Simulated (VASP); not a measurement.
# KF (Fm-3m) in VASP: single point with HSE06

Aim: the single point of KF with HSE06.

Program: VASP 6.6.1. These are calculated values, not measurements. Logs are shortened: lines on timing, memory, paths and dates and some standing lists are left out, and cuts for length are marked.

### 1 The cell of the first run

It takes space group Fm-3m (No. 225, cubic). The conventional cell has a = 5.318 Å, b = 5.318 Å, c = 5.318 Å, α = 90.00°, β = 90.00°, γ = 90.00°. K (site symmetry m-3m) has 6 F at 2.66 Å within 3.5 Å. Within 3.5 Å of F (site symmetry m-3m) lie 6 K at 2.66 Å.

### 2 Single point, HSE06

Input file POSCAR:

```
KF
1.0
    0.0000000000      2.6589605554      2.6589605554
    2.6589605554      0.0000000000      2.6589605554
    2.6589605554      2.6589605554      0.0000000000
K F
1 1
Direct
    0.0000000000      0.0000000000      0.0000000000
    0.5000000000      0.5000000000      0.5000000000
```

Input file INCAR.step1:

```
PREC = Accurate ; ENCUT = 520
EDIFF = 1E-5 ; ISMEAR = 0
SIGMA = 0.01 ; LREAL = F
LASPH = T ; NELM = 80
ALGO = Normal ; ISIF = 2
LWAVE = T ; GGA = PE
NBANDS = 15
```

Input file INCAR.step2:

```
PREC = Accurate ; ENCUT = 520
EDIFF = 1E-6 ; ISMEAR = 0
SIGMA = 0.01 ; LREAL = F
LASPH = T ; NELM = 80
ALGO = Normal ; ISIF = 2
LWAVE = F ; LCHARG = T
GGA = PE ; LHFCALC = T
HFSCREEN = 0.2079 ; PRECFOCK = Normal
LELF = T ; LVHAR = T
ISTART = 1 ; NBANDS = 15
```

Input file KPOINTS:

```
regular mesh
0
Gamma
  6 6 6
```

Potentials or basis: VASP PAW PBE potentials, release 64 (K_sv, F).

On the command line:

```sh
$ cat potpaw_PBE.64/K_sv/POTCAR potpaw_PBE.64/F/POTCAR > POTCAR
$ cp INCAR.step1 INCAR
$ mpirun -np 1 vasp_std > vasp.out
$ cp INCAR.step2 INCAR
$ mpirun -np 1 vasp_std > vasp.out
```

OUTCAR:

```text
PREC = Accurate
   ENCUT = 520
   EDIFF = 1E-6
   ISMEAR = 0
   LREAL = F
   LASPH = T
   NELM = 80
   ISIF = 2
   GGA = PE
   LHFCALC = T
   HFSCREEN = 0.2079
   PRECFOCK = Normal
   ISTART = 1

 ion  position               nearest neighbor table
   1  0.000  0.000  0.000-   2 2.66   2 2.66   2 2.66   2 2.66   2 2.66   2 2.66
   2  0.500  0.500  0.500-   1 2.66   1 2.66   1 2.66   1 2.66   1 2.66   1 2.66

  LATTYP: Found a face centered cubic cell.
 ALAT       =     5.3179211108

  Lattice vectors:

 A1 = (   0.0000000000,   2.6589605554,   2.6589605554)
 A2 = (   2.6589605554,   0.0000000000,   2.6589605554)
 A3 = (   2.6589605554,   2.6589605554,   0.0000000000)

Analysis of symmetry for initial positions (statically):
=====================================================================
 Subroutine PRICEL returns:
 Original cell was already a primitive cell.

 Routine SETGRP: Setting up the symmetry group for a
 face centered cubic supercell.

 Subroutine GETGRP returns: Found 48 space group operations
 (whereof 48 operations were pure point group operations)
 out of a pool of 48 trial point group operations.

The static configuration has the point symmetry O_h .

Analysis of symmetry for dynamics (positions and initial velocities):
=====================================================================
 Subroutine PRICEL returns:
 Original cell was already a primitive cell.

 Routine SETGRP: Setting up the symmetry group for a
 face centered cubic supercell.

 Subroutine GETGRP returns: Found 48 space group operations
 (whereof 48 operations were pure point group operations)
 out of a pool of 48 trial point group operations.

The dynamic configuration has the point symmetry O_h .

 Subroutine INISYM returns: Found 48 space group operations
 (whereof 48 operations are pure point group operations),
 and found     1 'primitive' translations

----------------------------------------------------------------------------------------

                                     Primitive cell

  volume of cell :      37.5981

  direct lattice vectors                    reciprocal lattice vectors
     0.000000000  2.658960555  2.658960555    -0.188043406  0.188043406  0.188043406
     2.658960555  0.000000000  2.658960555     0.188043406 -0.188043406  0.188043406
     2.658960555  2.658960555  0.000000000     0.188043406  0.188043406 -0.188043406

  length of vectors
     3.760338079  3.760338079  3.760338079     0.325700734  0.325700734  0.325700734

  position of ions in fractional coordinates (direct lattice)
     0.000000000  0.000000000  0.000000000
     0.500000000  0.500000000  0.500000000

  ion indices of the primitive-cell ions
   primitive index   ion index
                 1           1
                 2           2

----------------------------------------------------------------------------------------

 KPOINTS: regular mesh

Automatic generation of k-mesh.
 Grid dimensions read from file:
 generate k-points for:    6    6    6

 Generating k-lattice:

  Cartesian coordinates                     Fractional coordinates (reciprocal lattice)
    -0.031340568  0.031340568  0.031340568     0.166666667  0.000000000  0.000000000
     0.031340568 -0.031340568  0.031340568     0.000000000  0.166666667  0.000000000
     0.031340568  0.031340568 -0.031340568     0.000000000  0.000000000  0.166666667

  Length of vectors
     0.054283456  0.054283456  0.054283456

  Shift w.r.t. Gamma in fractional coordinates (k-lattice)
     0.000000000  0.000000000  0.000000000

 Subroutine IBZKPT returns following result:
 ===========================================

 Found     16 irreducible k-points:

 Following reciprocal coordinates:
            Coordinates               Weight
  0.000000  0.000000  0.000000      1.000000
  0.166667  0.000000  0.000000      8.000000
  0.333333  0.000000  0.000000      8.000000
  0.500000  0.000000  0.000000      4.000000
  0.166667  0.166667  0.000000      6.000000
  0.333333  0.166667  0.000000     24.000000
[... 8 lines left out ...]
 -0.333333  0.333333  0.166667     24.000000
 -0.333333  0.500000  0.166667     12.000000
   k-points           NKPTS =     16   k-points in BZ     NKDIM =    216   number of bands    NBANDS=     15
   number of dos      NEDOS =    301   number of ions     NIONS =      2
   total plane-waves  NPLWV =  21952
   dimension x,y,z NGX =    28 NGY =   28 NGZ =   28
   dimension x,y,z NGXF=    56 NGYF=   56 NGZF=   56
   ions per type =               1   1
   NGX,Y,Z   is equivalent  to a cutoff of  12.38, 12.38, 12.38 a.u.
   NGXF,Y,Z  is equivalent  to a cutoff of  24.76, 24.76, 24.76 a.u.
 SYSTEM =  unknown system
   PREC   = accura    normal or accurate (medium, high low for compatibility)
   ISTART =      1    job   : 0-new  1-cont  2-samecut
   ICHARG =      0    charge: 1-file 2-atom 10-const
   ISPIN  =      1    spin polarized calculation?
   LNONCOLLINEAR =      F non collinear calculations
   LSORBIT =      F    spin-orbit coupling
   LASPH  =      T    aspherical Exc in radial PAW
   ENCUT  =  520.0 eV  38.22 Ry    6.18 a.u.   6.99  6.99  6.99*2*pi/ulx,y,z
   NELM   =     80;   NELMIN=  2; NELMDL=  0     # of ELM steps
   EDIFF  = 0.1E-05   stopping-criterion for ELM
   LREAL  =      F    real-space projection
   EDIFFG = 0.1E-04   stopping-criterion for IOM
   NSW    =      0    number of steps for IOM
   IBRION =     -1    ionic relax: 0-MD 1-quasi-New 2-CG
   NFREE  =      0    steps in history (QN), initial steepest desc. (CG)
   ISIF   =      2    stress and relaxation
   ISYM   =      3    0-nonsym 1-usesym 2-fastsym
   POTIM  = 0.5000    time-step for ionic-motion
   TEBEG  =    0.0;   TEEND  =   0.0 temperature during run
   PSTRESS=    0.0 pullay stress
   NELECT =      16.0000    total number of electrons
   NUPDOWN=      -1.0000    fix difference up-down
   EMIN   =  10.00;   EMAX   =-10.00  energy-range for DOS
   EFERMI =   0.00;   METHOD = LEGACY
   ISMEAR =     0;   SIGMA  =   0.01  broadening in eV -4-tet -1-fermi 0-gaus
   EFERMI_NEDOS =   21; number of points for ismear=-14 and -15
   IALGO  =     38    algorithm
   IMIX   =      1    mixing-type and parameters
     AMIX     =   0.40;   BMIX     =  1.00
     AMIX_MAG =   1.60;   BMIX_MAG =  1.00
  volume/ion in A,a.u.               =      18.80       126.86
  Fermi-wavevector in a.u.,A,eV,Ry     =   1.231382  2.326975 20.630549  1.516303
  Thomas-Fermi vector in A             =   2.366194
   LORBIT       =      0    0 simple, 1 ext, 2 COOP (PROOUT), +10 PAW based schemes
   GGA     = PE    functional components
   LHFCALC =     T    Hartree Fock is set to
   PRECFOCK=normal    Normal, Fast or Accurate (Low or Medium for compatibility)
   ENCUT4O =  -1.0   cutoff for four orbital integrals eV
   NKREDX  =     1    reduce k-point grid by
   NKREDY  =     1    reduce k-point grid by
   NKREDZ  =     1    reduce k-point grid by
   AEXX    =    0.2500 exact exchange contribution
   HFSCREEN=    0.2079 screening length (either q_TF or 0.3 A-1)
   HFSCREENC=   0.2079 screening length for correlation (either q_TF or 0.3 A-1)
   ENCUTFOCK=  -1.0 apply spherical cutoff to Coloumb kernel
   IVDW    =     0    specifies the selected vdW correction
   LEPSILON=     F    determine dielectric tensor
   LRPA    =     F    only Hartree local field effects (RPA)
 non-spin polarized calculation
 Gauss-broadening in eV      SIGMA  =   0.01
  energy-cutoff  :      520.00
  volume of cell :       37.60
 maximum number of plane-waves:      1020
  NGX = 24; NGY = 24; NGZ = 24

 number of electron      16.0000010 magnetization

 Free energy of the ion-electron system (eV)
  ---------------------------------------------------
  ext. energy  EPLUGINS =         0.00000000
  ---------------------------------------------------
  free energy    TOTEN  =        -9.96183382 eV

  energy without entropy =       -9.96183382  energy(sigma->0) =       -9.96183382

 E-fermi :  -4.2246     XC(G=0):  -6.9936

 val. band max:       -4.3556389377   @ k =   0.0000   0.0000   0.0000
 cond. band min:       3.8883485317   @ k =   0.0000   0.0000   0.0000
 fundamental gap:      8.2439874694
 Fermi energy:        -4.2246017855

 k-point     1 :       0.0000    0.0000    0.0000
  band No.  band energies     occupation
      1     -31.9569      2.00000
      2     -24.5628      2.00000
      3     -13.8376      2.00000
      4     -13.8376      2.00000
      5     -13.8376      2.00000
      6      -4.3556      2.00000
      7      -4.3556      2.00000
      8      -4.3556      2.00000
      9       3.8883      0.00000
     10       8.7004      0.00000
     11       8.7004      0.00000
     12       8.7004      0.00000
     13      10.5594      0.00000
     14      10.5594      0.00000
     15      14.6183      0.00000

 k-point     2 :       0.1667    0.0000    0.0000
  band No.  band energies     occupation
      1     -31.9302      2.00000
      2     -24.5870      2.00000
      3     -13.9084      2.00000
      4     -13.8458      2.00000
      5     -13.8458      2.00000
      6      -4.5836      2.00000
      7      -4.4487      2.00000
      8      -4.4487      2.00000
      9       4.6492      0.00000
     10       8.2456      0.00000
     11       9.0929      0.00000
     12       9.0929      0.00000
     13      10.8430      0.00000
     14      10.8430      0.00000
     15      15.9966      0.00000
[... 221 lines left out ...]
      3     -14.2167      2.00000
      4     -14.1664      2.00000
      5     -13.9185      2.00000
      6      -4.8437      2.00000
      7      -4.5813      2.00000
      8      -4.5565      2.00000
      9       7.4242      0.00000
     10       7.7596      0.00000
     11       9.5833      0.00000
     12      11.4922      0.00000
     13      12.1260      0.00000
     14      13.2487      0.00000
     15      13.8228      0.00000

 k-point    16 :      -0.3333    0.5000    0.1667
  band No.  band energies     occupation
      1     -31.8236      2.00000
      2     -24.6068      2.00000
      3     -14.3540      2.00000
      4     -14.1653      2.00000
      5     -13.9604      2.00000
      6      -4.6861      2.00000
      7      -4.5306      2.00000
      8      -4.4626      2.00000
      9       6.7591      0.00000
     10       8.5202      0.00000
     11       9.0493      0.00000
     12      11.8473      0.00000
     13      12.6652      0.00000
     14      13.2695      0.00000
     15      13.6532      0.00000

------------------------ aborting loop because EDIFF is reached ----------------------------------------

  FORCE on cell =-STRESS in cart. coord.  units (eV):
  Direction    XX          YY          ZZ          XY          YZ          ZX
  --------------------------------------------------------------------------------------
  -------------------------------------------------------------------------------------
  Total        0.2585865      0.2585865      0.2585865     -0.0000000      0.0000000      0.0000000
  in kB       11.0192178     11.0192178     11.0192178     -0.0000000      0.0000000      0.0000000
  external PRESSURE =      11.0192178 kB  Pullay stress =       0.0000000 kB

 VOLUME and BASIS-vectors are now :
 -----------------------------------------------------------------------------
  energy-cutoff  :      520.00
  volume of cell :       37.60
      direct lattice vectors                 reciprocal lattice vectors
     0.000000000  2.658960555  2.658960555    -0.188043406  0.188043406  0.188043406
     2.658960555  0.000000000  2.658960555     0.188043406 -0.188043406  0.188043406
     2.658960555  2.658960555  0.000000000     0.188043406  0.188043406 -0.188043406

 POSITION                                       TOTAL-FORCE (eV/Angst)
 -----------------------------------------------------------------------------------
      0.00000      0.00000      0.00000         0.000000      0.000000      0.000000
      2.65896      2.65896      2.65896        -0.000000     -0.000000     -0.000000
 -----------------------------------------------------------------------------------
    total drift:                               -0.000000     -0.000000     -0.000000

  FREE ENERGIE OF THE ION-ELECTRON SYSTEM (eV)
  ---------------------------------------------------
  free  energy   TOTEN  =        -9.9618338181 eV

  energy  without entropy=       -9.9618338181  energy(sigma->0) =       -9.96183382
```

Run time: 88 min. Hardware: 1 thread of AMD EPYC, shared host; peak memory 0.26 GiB.

What came out:

- Free energy: -9.9618 eV
- Pressure: 1.1 GPa
- Band gap on the k mesh: 8.24 eV

Caveat: the PAW data sets were made with another functional, which shifts forces and pressure a little.
